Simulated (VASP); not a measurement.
Wanted: the native input for a VASP 6.6.1 run.

```
Task                   : single point
Functional             : r2SCAN
Potentials or basis    : VASP PAW PBE potentials, release 64 (B, N)
Cutoff                 : 660 eV
k mesh                 : 8 × 8 × 8
Occupations            : gaussian, width 0.01 eV
Spin                   : no spin polarisation
Dipole correction      : no
Further INCAR settings : ALGO = Normal; EDIFF = 1e-06; NBANDS = 11
```

BN (Qingsongite):

```
B N
1.0
     0.00000    1.80482    1.80482
     1.80482    0.00000    1.80482
     1.80482    1.80482    0.00000
B N
1 1
Direct
  0.00000 0.00000 0.00000
  0.25000 0.25000 0.25000
```

The input as run:

POSCAR

```
BN
1.0
    0.0000000000      1.8048245542      1.8048245542
    1.8048245542      0.0000000000      1.8048245542
    1.8048245542      1.8048245542      0.0000000000
B N
1 1
Direct
    0.0000000000      0.0000000000      0.0000000000
    0.2500000000      0.2500000000      0.2500000000
```

INCAR.step1

```
ALGO     = Normal         # electronic algorithm
EDIFF    = 1E-5           # SCF threshold, eV
ENCUT    = 660            # plane-wave cutoff, eV
GGA      = PE             # functional
GGA_COMPAT= F            
ISMEAR   = 0              # smearing method
LASPH    = T              # aspherical terms in the spheres
LCHARG   = F              # write CHGCAR
LREAL    = F              # projectors in reciprocal space
LWAVE    = T              # write WAVECAR
NBANDS   = 11             # bands
NELM     = 120            # most SCF steps
PREC     = Accurate       # precision mode
SIGMA    = 0.01           # smearing width, eV
```

INCAR.step2

```
ALGO     = Normal         # electronic algorithm
EDIFF    = 1E-6           # SCF threshold, eV
ENCUT    = 660            # plane-wave cutoff, eV
GGA_COMPAT= F            
ISIF     = 2              # what is computed and relaxed
ISMEAR   = 0              # smearing method
ISTART   = 1            
LASPH    = T              # aspherical terms in the spheres
LCHARG   = F              # write CHGCAR
LMIXTAU  = T            
LREAL    = F              # projectors in reciprocal space
LWAVE    = F              # write WAVECAR
METAGGA  = R2SCAN         # meta-GGA
NBANDS   = 11             # bands
NELM     = 120            # most SCF steps
PREC     = Accurate       # precision mode
SIGMA    = 0.01           # smearing width, eV
```

KPOINTS

```
k-points
0
Gamma
  8 8 8
```

Potentials or basis: VASP PAW PBE potentials, release 64 (B, N).

Command:

```sh
$ cat potpaw_PBE.64/B/POTCAR potpaw_PBE.64/N/POTCAR > POTCAR
$ cp INCAR.step1 INCAR
$ mpirun -np 1 vasp_std > vasp.out
$ cp INCAR.step2 INCAR
$ mpirun -np 1 vasp_std > vasp.out
```

Results of the run:

The pressure is 1.2 GPa and the band gap on the k mesh is 4.98 eV, indirect (least direct gap 9.55 eV).

Caveat: the PAW data sets were made with another functional, which shifts forces and pressure a little.

Wall time 36 s on 1 thread of AMD EPYC 7R13 (shared host), peak memory 0.11 GiB.
